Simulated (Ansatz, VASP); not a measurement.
# TaN: VASP beside Ansatz

File INCAR:

```
SYSTEM = TaN
ALGO     = Normal         ! electronic algorithm
EDIFF    = 1E-6           ! SCF threshold, eV
ENCUT    = 600            ! plane-wave cutoff, eV
GGA      = PE             ! functional
GGA_COMPAT= .FALSE.      
ISIF     = 2              ! what is computed and relaxed
ISMEAR   = -1             ! smearing method
LASPH    = .TRUE.         ! aspherical terms in the spheres
LCHARG   = .TRUE.         ! write CHGCAR
LELF     = .TRUE.         ! ELF
LREAL    = .FALSE.        ! projectors in reciprocal space
LVHAR    = .TRUE.       
LWAVE    = .FALSE.        ! write WAVECAR
NBANDS   = 24             ! bands
NELM     = 120            ! most SCF steps
PREC     = Accurate       ! precision mode
SIGMA    = 0.03           ! smearing width, eV
```

KPOINTS

```
k-points
0
G
  7 7 4
  0 0 0
```

Contents of POSCAR:

```
TaN
1.0
    3.0500000000      0.0000000000      0.0000000000
   -1.5250000000      2.6413774815      0.0000000000
    0.0000000000      0.0000000000      4.9400000000
Ta N
2 2
Direct
    0.3333333333      0.6666666667      0.0000000000
    0.6666666667      0.3333333333      0.5000000000
    0.3333333333      0.6666666667      0.3850000000
    0.6666666667      0.3333333333      0.8850000000
```

Input for Ansatz:

```yaml
crystal:
  lattice:
    - [3.05, 0.0, 0.0]
    - [-1.525, 2.6413774815, 0.0]
    - [0.0, 0.0, 4.94]
  atoms:
    - { symbol: Ta, position: [0.3333333333, 0.6666666667, 0.0] }
    - { symbol: Ta, position: [0.6666666667, 0.3333333333, 0.5] }
    - { symbol: "N", position: [0.3333333333, 0.6666666667, 0.385] }
    - { symbol: "N", position: [0.6666666667, 0.3333333333, 0.885] }
kpoints:
  mp_grid: { grid: [7, 7, 4] }
scf:
  occupations: { method: fermi_dirac, width: 0.03 }
hamiltonian:
  xc: pbe
  pseudopotentials: { kind: paw }
output:
  forces: true
  stress: true
  eigenvalues: true
  populations: true
  write_density: true
  write_potential: true
  elf: true
  volumetric_format: npy
```

Change from the starting cell: shortest bond scaled by 1, PAW files.

Alike in both runs: task single point; functional PBE; k mesh 7 × 7 × 4; occupations fermi-dirac, width 0.03 eV; no spin polarisation.

|  | VASP | Ansatz |
| --- | --- | --- |
| version | VASP 6.6.1 | Ansatz 0.2.0 |
| potentials or method | VASP PAW PBE potentials, release 64 (Ta_pv, N) | PAW with Ansatz's default frozen-core files, scalar-relativistic |
| plane-wave cutoff (eV) | 600 | 420 |
| valence electrons in the cell | 32 | 36 |

VASP gave:

* pressure (GPa): 140.0
* traceless stress, the component that is largest in VASP (GPa): -19.10
* rms of the force components (eV/Å): 1.145

Estimate Ansatz's values.

pressure (GPa): 136.9; traceless stress, the component that is largest in VASP (GPa): -18.71; rms of the force components (eV/Å): 1.128.

Atom by atom the forces differ by 0.017 eV/Å (rms over components). Both programs put the cell under a high pressure, so it lies far from rest at this level. VASP's potentials hold 32 valence electrons a cell and Ansatz's 36, so a difference there can come from the potentials and not from the codes.

Spin-orbit coupling is off throughout. Noted on VASP's run: the cell as given lies far from equilibrium.
